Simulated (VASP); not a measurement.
# Ta (I4/mmm) in VASP: a series of runs

Ta is run at these levels: PBE; tasks: single point.

Program: VASP 6.6.1. These are calculated values, not measurements. Logs are shortened: lines on timing, memory, paths and dates and some standing lists are left out, and cuts for length are marked.

## 1. The cell of the first run

It takes space group I4/mmm (No. 139, tetragonal). The conventional cell has a = 3.452 Å, b = 3.452 Å, c = 3.151 Å, α = 90.00°, β = 90.00°, γ = 90.00°. Within 3.8 Å of Ta (site symmetry 4/mmm) lie 14 Ta at 2.91 to 3.45 Å.

## 2. Single point, PBE (biaxial strain in the a-b plane: +4.0 %, then relaxed in part)

Contents of INCAR:

```
ALGO = Fast
EDIFF = 1E-7
ENCUT = 520
GGA = PE
ISIF = 2
ISMEAR = 0
LASPH = True
LCHARG = True
LELF = True
LREAL = False
LVHAR = True
LWAVE = False
NBANDS = 18
NELM = 100
PREC = Accurate
SIGMA = 0.1
```

Contents of KPOINTS:

```
k-points
0
Gamma
  16 16 16
```

Contents of POSCAR:

```
Ta
1.0
    3.4518248856      0.0000000000      0.0000000000
    0.0000000000      3.4518248856      0.0000000000
    0.0000000000      0.0000000000      3.1505800362
Ta
2
Direct
    0.0000000000      0.0000000000      0.0000000000
    0.5000000000      0.5000000000      0.5000000000
```

Potentials or basis: VASP PAW PBE potentials, release 64 (Ta_pv).

Run with:

```console
cat potpaw_PBE.64/Ta_pv/POTCAR > POTCAR
mpirun -np 1 vasp_std > vasp.out
```

OUTCAR:

```text
EDIFF = 1E-7
   ENCUT = 520
   GGA = PE
   ISIF = 2
   ISMEAR = 0
   LASPH = True
   LREAL = False
   NELM = 100
   PREC = Accurate

 ion  position               nearest neighbor table
   1  0.000  0.000  0.000-   2 2.91   2 2.91   2 2.91   2 2.91   2 2.91   2 2.91   2 2.91   2 2.91

   2  0.500  0.500  0.500-   1 2.91   1 2.91   1 2.91   1 2.91   1 2.91   1 2.91   1 2.91   1 2.91

  LATTYP: Found a simple tetragonal cell.
 ALAT       =     3.4518248856
 C/A-ratio  =     0.9127288146

  Lattice vectors:

 A1 = (   3.4518248856,   0.0000000000,   0.0000000000)
 A2 = (   0.0000000000,   3.4518248856,   0.0000000000)
 A3 = (   0.0000000000,   0.0000000000,   3.1505800362)

Analysis of symmetry for initial positions (statically):
=====================================================================
 Subroutine PRICEL returns following result:

  LATTYP: Found a body centered tetragonal cell.
 ALAT       =     3.4518248856
 C/A-ratio  =     0.9127288146

  Lattice vectors:

 A1 = (  -1.7259124428,  -1.7259124428,  -1.5752900181)
 A2 = (   1.7259124428,   1.7259124428,  -1.5752900181)
 A3 = (   1.7259124428,  -1.7259124428,   1.5752900181)

   2 primitive cells build up your supercell.

 Routine SETGRP: Setting up the symmetry group for a
 simple tetragonal supercell.

 Subroutine GETGRP returns: Found 16 space group operations
 (whereof 16 operations were pure point group operations)
 out of a pool of 16 trial point group operations.

The static configuration has the point symmetry D_4h.

Analysis of symmetry for dynamics (positions and initial velocities):
=====================================================================
 Subroutine PRICEL returns following result:

  LATTYP: Found a body centered tetragonal cell.
 ALAT       =     3.4518248856
 C/A-ratio  =     0.9127288146

  Lattice vectors:

 A1 = (  -1.7259124428,  -1.7259124428,  -1.5752900181)
 A2 = (   1.7259124428,   1.7259124428,  -1.5752900181)
 A3 = (   1.7259124428,  -1.7259124428,   1.5752900181)

   2 primitive cells build up your supercell.

 Routine SETGRP: Setting up the symmetry group for a
 simple tetragonal supercell.

 Subroutine GETGRP returns: Found 16 space group operations
 (whereof 16 operations were pure point group operations)
 out of a pool of 16 trial point group operations.

The dynamic configuration has the point symmetry D_4h.

 Subroutine INISYM returns: Found 16 space group operations
 (whereof 16 operations are pure point group operations),
 and found     2 'primitive' translations

----------------------------------------------------------------------------------------

                                     Primitive cell

  volume of cell :      18.7697

  direct lattice vectors                    reciprocal lattice vectors
    -1.725912443 -1.725912443 -1.575290018    -0.000000000 -0.289701834 -0.317401872
     1.725912443  1.725912443 -1.575290018     0.289701834  0.000000000 -0.317401872
     1.725912443 -1.725912443  1.575290018     0.289701834 -0.289701834  0.000000000

  length of vectors
     2.905010527  2.905010527  2.905010527     0.429733756  0.429733756  0.409700263

  position of ions in fractional coordinates (direct lattice)
     0.000000000  0.000000000  0.000000000

  ion indices of the primitive-cell ions
   primitive index   ion index
                 1           1

----------------------------------------------------------------------------------------

 KPOINTS: k-points

Automatic generation of k-mesh.
 Grid dimensions read from file:
 generate k-points for:   16   16   16

 Generating k-lattice:

  Cartesian coordinates                     Fractional coordinates (reciprocal lattice)
     0.018106365  0.000000000  0.000000000     0.062500000  0.000000000  0.000000000
     0.000000000  0.018106365  0.000000000     0.000000000  0.062500000  0.000000000
     0.000000000  0.000000000  0.019837617     0.000000000  0.000000000  0.062500000

  Length of vectors
     0.018106365  0.018106365  0.019837617

  Shift w.r.t. Gamma in fractional coordinates (k-lattice)
     0.000000000  0.000000000  0.000000000

 Subroutine IBZKPT returns following result:
 ===========================================

 Found    405 irreducible k-points:

 Following reciprocal coordinates:
            Coordinates               Weight
  0.000000  0.000000  0.000000      1.000000
  0.062500  0.000000  0.000000      4.000000
  0.125000  0.000000  0.000000      4.000000
  0.187500  0.000000  0.000000      4.000000
  0.250000  0.000000  0.000000      4.000000
  0.312500  0.000000  0.000000      4.000000
[... 16 lines left out ...]
  0.437500  0.125000  0.000000      8.000000
  0.500000  0.125000  0.000000      4.000000
 [... further k-points ...]
   k-points           NKPTS =    405   k-points in BZ     NKDIM =    405   number of bands    NBANDS=     18
   number of dos      NEDOS =    301   number of ions     NIONS =      2
   total plane-waves  NPLWV =  18816
   dimension x,y,z NGX =    28 NGY =   28 NGZ =   24
   dimension x,y,z NGXF=    56 NGYF=   56 NGZF=   48
   ions per type =               2
   NGX,Y,Z   is equivalent  to a cutoff of  13.49, 13.49, 12.66 a.u.
   NGXF,Y,Z  is equivalent  to a cutoff of  26.97, 26.97, 25.33 a.u.
 SYSTEM =  unknown system
   PREC   = accura    normal or accurate (medium, high low for compatibility)
   ISTART =      0    job   : 0-new  1-cont  2-samecut
   ICHARG =      2    charge: 1-file 2-atom 10-const
   ISPIN  =      1    spin polarized calculation?
   LNONCOLLINEAR =      F non collinear calculations
   LSORBIT =      F    spin-orbit coupling
   LASPH  =      T    aspherical Exc in radial PAW
   ENCUT  =  520.0 eV  38.22 Ry    6.18 a.u.   6.42  6.42  5.86*2*pi/ulx,y,z
   NELM   =    100;   NELMIN=  2; NELMDL= -5     # of ELM steps
   EDIFF  = 0.1E-06   stopping-criterion for ELM
   LREAL  =      F    real-space projection
   EDIFFG = 0.1E-05   stopping-criterion for IOM
   NSW    =      0    number of steps for IOM
   IBRION =     -1    ionic relax: 0-MD 1-quasi-New 2-CG
   NFREE  =      0    steps in history (QN), initial steepest desc. (CG)
   ISIF   =      2    stress and relaxation
   ISYM   =      2    0-nonsym 1-usesym 2-fastsym
   POTIM  = 0.5000    time-step for ionic-motion
   TEBEG  =    0.0;   TEEND  =   0.0 temperature during run
   PSTRESS=    0.0 pullay stress
   NELECT =      22.0000    total number of electrons
   NUPDOWN=      -1.0000    fix difference up-down
   EMIN   =  10.00;   EMAX   =-10.00  energy-range for DOS
   EFERMI =   0.00;   METHOD = LEGACY
   ISMEAR =     0;   SIGMA  =   0.10  broadening in eV -4-tet -1-fermi 0-gaus
   EFERMI_NEDOS =   21; number of points for ismear=-14 and -15
   IALGO  =     68    algorithm
   IMIX   =      4    mixing-type and parameters
     AMIX     =   0.40;   BMIX     =  1.00
     AMIX_MAG =   1.60;   BMIX_MAG =  1.00
  volume/ion in A,a.u.               =      18.77       126.66
  Fermi-wavevector in a.u.,A,eV,Ry     =   1.369997  2.588920 25.536675  1.876893
  Thomas-Fermi vector in A             =   2.495823
   LORBIT       =      0    0 simple, 1 ext, 2 COOP (PROOUT), +10 PAW based schemes
   GGA     = PE    functional components
   LHFCALC =     F    Hartree Fock is set to
   AEXX    =    0.0000 exact exchange contribution
   IVDW    =     0    specifies the selected vdW correction
   LEPSILON=     F    determine dielectric tensor
   LRPA    =     F    only Hartree local field effects (RPA)
 non-spin polarized calculation
 RMM-DIIS sequential band-by-band and
 Gauss-broadening in eV      SIGMA  =   0.10
  energy-cutoff  :      520.00
  volume of cell :       37.54
 maximum number of plane-waves:      1032
 NGX is ok and might be reduce to    28
   NGX = 13   NGY = 13   NGZ = 11

 number of electron      22.0000003 magnetization

 Free energy of the ion-electron system (eV)
  ---------------------------------------------------
  ext. energy  EPLUGINS =         0.00000000
  ---------------------------------------------------
  free energy    TOTEN  =       -23.56224540 eV

  energy without entropy =      -23.54665465  energy(sigma->0) =      -23.55445003

 E-fermi :   5.1873     XC(G=0): -12.4065

 val. band max:        5.1838283838   @ k =   0.2500   0.1250   0.1875
 cond. band min:       5.1921785848   @ k =   0.1875   0.0000   0.3125
 fundamental gap:      0.0083502010
 Fermi energy:         5.1872954852

 k-point     1 :       0.0000    0.0000    0.0000
  band No.  band energies     occupation
      1     -28.8442      2.00000
      2     -28.8442      2.00000
      3     -28.6495      2.00000
      4     -28.0782      2.00000
      5     -28.0782      2.00000
      6     -28.0588      2.00000
[... 10 lines left out ...]
     17      12.6571      0.00000
     18      12.6837      0.00000

 k-point     2 :       0.0625    0.0000    0.0000
  band No.  band energies     occupation
      1     -28.8421      2.00000
      2     -28.8368      2.00000
      3     -28.6437      2.00000
      4     -28.0914      2.00000
      5     -28.0855      2.00000
      6     -28.0643      2.00000
[... 10 lines left out ...]
     17      11.4996      0.00000
     18      12.4132      0.00000

 k-point     3 :       0.1250    0.0000    0.0000
  band No.  band energies     occupation
      1     -28.8354      2.00000
      2     -28.8150      2.00000
      3     -28.6265      2.00000
      4     -28.1298      2.00000
      5     -28.1072      2.00000
      6     -28.0807      2.00000
[... 10 lines left out ...]
     17      11.2819      0.00000
     18      11.7376      0.00000

 k-point     4 :       0.1875    0.0000    0.0000
  band No.  band energies     occupation
      1     -28.8226      2.00000
      2     -28.7795      2.00000
      3     -28.5986      2.00000
      4     -28.1898      2.00000
      5     -28.1424      2.00000
      6     -28.1073      2.00000
[... 375 lines left out ...]
      4     -28.4538      2.00000
      5     -28.2446      2.00000
      6     -28.1954      2.00000
[... 10 lines left out ...]
     17       9.8062      0.00000
     18      10.4644      0.00000

 k-point    23 :       0.4375    0.1250    0.0000
  band No.  band energies     occupation
      1     -28.8118      2.00000
      2     -28.6792      2.00000
      3     -28.4020      2.00000
      4     -28.3980      2.00000
      5     -28.2953      2.00000
      6     -28.2571      2.00000
[... 10 lines left out ...]
     17       9.5617      0.00000
     18       9.9540      0.00000

 k-point    24 :       0.5000    0.1250    0.0000
  band No.  band energies     occupation
      1     -28.7525      2.00000
      2     -28.7525      2.00000
      3     -28.3485      2.00000
      4     -28.3485      2.00000
      5     -28.3256      2.00000
      6     -28.3256      2.00000
[... 10 lines left out ...]
     17       9.4464      0.00000
     18       9.4464      0.00000

 [... further k-points ...]
[... 5 lines left out ...]
  --------------------------------------------------------------------------------------
  -------------------------------------------------------------------------------------
  Total       -1.4558537     -1.4558537      0.0049471      0.0000000      0.0000000     -0.0000000
  in kB      -62.1355707    -62.1355707      0.2111393      0.0000000      0.0000000     -0.0000000
  external PRESSURE =     -41.3533340 kB  Pullay stress =       0.0000000 kB

 VOLUME and BASIS-vectors are now :
 -----------------------------------------------------------------------------
  energy-cutoff  :      520.00
  volume of cell :       37.54
      direct lattice vectors                 reciprocal lattice vectors
     3.451824886  0.000000000  0.000000000     0.289701834  0.000000000  0.000000000
     0.000000000  3.451824886  0.000000000     0.000000000  0.289701834  0.000000000
     0.000000000  0.000000000  3.150580036     0.000000000  0.000000000  0.317401872

 POSITION                                       TOTAL-FORCE (eV/Angst)
 -----------------------------------------------------------------------------------
      0.00000      0.00000      0.00000        -0.000000      0.000000      0.000000
      1.72591      1.72591      1.57529         0.000000      0.000000     -0.000000
 -----------------------------------------------------------------------------------
    total drift:                                0.000000      0.000000      0.000000

  FREE ENERGIE OF THE ION-ELECTRON SYSTEM (eV)
  ---------------------------------------------------
  free  energy   TOTEN  =       -23.5622454020 eV

  energy  without entropy=      -23.5466546485  energy(sigma->0) =      -23.55445003
```

Wall time 2.2 min (1 thread of Intel Xeon 6975P-C (Granite Rapids), shared host); peak memory 0.32 GiB.

Results:

* Free energy: -23.5622 eV
* Pressure: -4.1 GPa
* Band gap on the k mesh: zero (bands 11 and 12 overlap by 2.69 eV)

Stress tensor (GPa, compression positive):
```
-6.21  0.00  0.00
 0.00 -6.21  0.00
 0.00  0.00  0.02
```

Levels at points of the mesh, in eV from the Fermi level:
```csv
k point,band 8,band 9,band 10,band 11,band 12,band 13,band 14,band 15
"(0.00, 0.00, 0.00)",-3.70,-3.49,0.01,1.17,1.17,2.96,4.54,6.39
"(0.50, 0.00, 0.00)",-3.92,-0.98,-0.98,0.98,0.98,1.90,1.90,3.32
"(0.50, 0.50, 0.00)",-4.29,-0.61,-0.61,0.97,0.97,2.69,2.69,4.19
"(0.00, 0.00, 0.50)",-3.31,-0.60,-0.60,0.72,0.72,0.72,0.72,2.73
"(0.50, 0.00, 0.50)",-4.19,-1.79,-1.79,1.63,1.63,3.72,3.72,5.44
"(0.50, 0.50, 0.50)",-1.41,-1.41,-1.41,-0.88,-0.88,4.47,4.47,4.74
```

Caveat: the cell differs from its parent crystal (biaxial strain in the a-b plane: +4.0 %, then relaxed in part); the cell stands under tension; spin-orbit coupling is left out, which moves the levels of the heavy elements.

## 3. Single point, PBE (biaxial strain in the a-b plane: +6.0 %, then relaxed in part)

Contents of INCAR:

```
  PREC = Accurate
  ENCUT = 520
  EDIFF = 1E-6
  ISMEAR = 0
  SIGMA = 0.1
  LREAL = F
  LASPH = T
  NELM = 100
  ALGO = Fast
  ISIF = 2
  LWAVE = F
  LCHARG = T
  GGA = PE
  LELF = T
  LVHAR = T
  NBANDS = 18
```

Contents of KPOINTS:

```
Automatic mesh
0
Gamma
  16 16 16
```

Contents of POSCAR:

```
Ta
1.0
    3.5182061334      0.0000000000      0.0000000000
    0.0000000000      3.5182061334      0.0000000000
    0.0000000000      0.0000000000      3.0651361379
Ta
2
Direct
    0.0000000000      0.0000000000      0.0000000000
    0.5000000000      0.5000000000      0.5000000000
```

Potentials or basis: VASP PAW PBE potentials, release 64 (Ta_pv).

Run with:

```console
cat potpaw_PBE.64/Ta_pv/POTCAR > POTCAR
mpirun -np 1 vasp_std > vasp.out
```

OUTCAR:

```text
PREC = Accurate
   ENCUT = 520
   EDIFF = 1E-6
   ISMEAR = 0
   LREAL = F
   LASPH = T
   NELM = 100
   ISIF = 2
   GGA = PE

 ion  position               nearest neighbor table
   1  0.000  0.000  0.000-   2 2.92   2 2.92   2 2.92   2 2.92   2 2.92   2 2.92   2 2.92   2 2.92

   2  0.500  0.500  0.500-   1 2.92   1 2.92   1 2.92   1 2.92   1 2.92   1 2.92   1 2.92   1 2.92

  LATTYP: Found a simple tetragonal cell.
 ALAT       =     3.5182061334
 C/A-ratio  =     0.8712213047

  Lattice vectors:

[... 213 lines left out ...]
      5     -28.2094      2.00000
      6     -28.1665      2.00000
[... 481 lines left out ...]
      5     -28.4158      2.00000
      6     -28.4158      2.00000
[... 10 lines left out ...]
     17       9.4718      0.00000
     18       9.4718      0.00000

 [... further k-points ...]
[... 5 lines left out ...]
  --------------------------------------------------------------------------------------
  -------------------------------------------------------------------------------------
  Total       -1.8149505     -1.8149505     -0.0008377      0.0000000      0.0000000      0.0000000
  in kB      -76.6448600    -76.6448600     -0.0353775      0.0000000      0.0000000      0.0000000
  external PRESSURE =     -51.1083658 kB  Pullay stress =       0.0000000 kB

 VOLUME and BASIS-vectors are now :
 -----------------------------------------------------------------------------
  energy-cutoff  :      520.00
  volume of cell :       37.94
      direct lattice vectors                 reciprocal lattice vectors
     3.518206133  0.000000000  0.000000000     0.284235762  0.000000000  0.000000000
     0.000000000  3.518206133  0.000000000     0.000000000  0.284235762  0.000000000
     0.000000000  0.000000000  3.065136138     0.000000000  0.000000000  0.326249783

 POSITION                                       TOTAL-FORCE (eV/Angst)
 -----------------------------------------------------------------------------------
      0.00000      0.00000      0.00000        -0.000000      0.000000      0.000000
      1.75910      1.75910      1.53257         0.000000      0.000000     -0.000000
 -----------------------------------------------------------------------------------
    total drift:                                0.000000      0.000000      0.000000

  FREE ENERGIE OF THE ION-ELECTRON SYSTEM (eV)
  ---------------------------------------------------
  free  energy   TOTEN  =       -23.5029643530 eV

  energy  without entropy=      -23.4898726316  energy(sigma->0) =      -23.49641849
```

OSZICAR:

```text
N       E                     dE             d eps       ncg     rms          rms(c)
DAV:   1     0.170804504567E+03    0.17080E+03   -0.12481E+04 14580   0.124E+03
DAV:   2    -0.200962803618E+02   -0.19090E+03   -0.18764E+03 18184   0.354E+02
DAV:   3    -0.244499765394E+02   -0.43537E+01   -0.42747E+01 17316   0.503E+01
DAV:   4    -0.244848110351E+02   -0.34834E-01   -0.34779E-01 16366   0.465E+00
DAV:   5    -0.244850601462E+02   -0.24911E-03   -0.24910E-03 16230   0.385E-01    0.174E+01
RMM:   6    -0.237206921576E+02    0.76437E+00   -0.77066E-01 14799   0.658E+00    0.832E+00
RMM:   7    -0.235008270768E+02    0.21987E+00   -0.93391E-01 16047   0.666E+00    0.559E-01
RMM:   8    -0.235021438280E+02   -0.13168E-02   -0.48050E-02 17276   0.160E+00    0.544E-01
RMM:   9    -0.235033503934E+02   -0.12066E-02   -0.12304E-02 17966   0.703E-01    0.261E-01
RMM:  10    -0.235029390925E+02    0.41130E-03   -0.25352E-03 16101   0.375E-01    0.683E-02
RMM:  11    -0.235029578470E+02   -0.18754E-04   -0.27446E-04 19014   0.123E-01    0.110E-02
RMM:  12    -0.235029627707E+02   -0.49237E-05   -0.46914E-05 19130   0.471E-02    0.136E-02
RMM:  13    -0.235029644215E+02   -0.16508E-05   -0.75995E-06 15298   0.163E-02    0.553E-03
RMM:  14    -0.235029643530E+02    0.68511E-07   -0.14235E-06 10844   0.590E-03
   1 F= -.23502964E+02 E0= -.23496418E+02  d E =-.130917E-01
```

Run time: 2 min. Hardware: 1 thread of Intel Xeon 6975P-C (Granite Rapids), shared host; peak memory 0.33 GiB.

What came out:

- Free energy: -23.5030 eV
- Pressure: -5.1 GPa
- Band gap on the k mesh: zero (bands 11 and 12 overlap by 2.89 eV)

Stress tensor (GPa, compression positive):
```
-7.66  0.00  0.00
 0.00 -7.66  0.00
 0.00  0.00  0.00
```

Caveat: the cell differs from its parent crystal (biaxial strain in the a-b plane: +6.0 %, then relaxed in part); the cell stands under tension; spin-orbit coupling is left out, which moves the levels of the heavy elements.
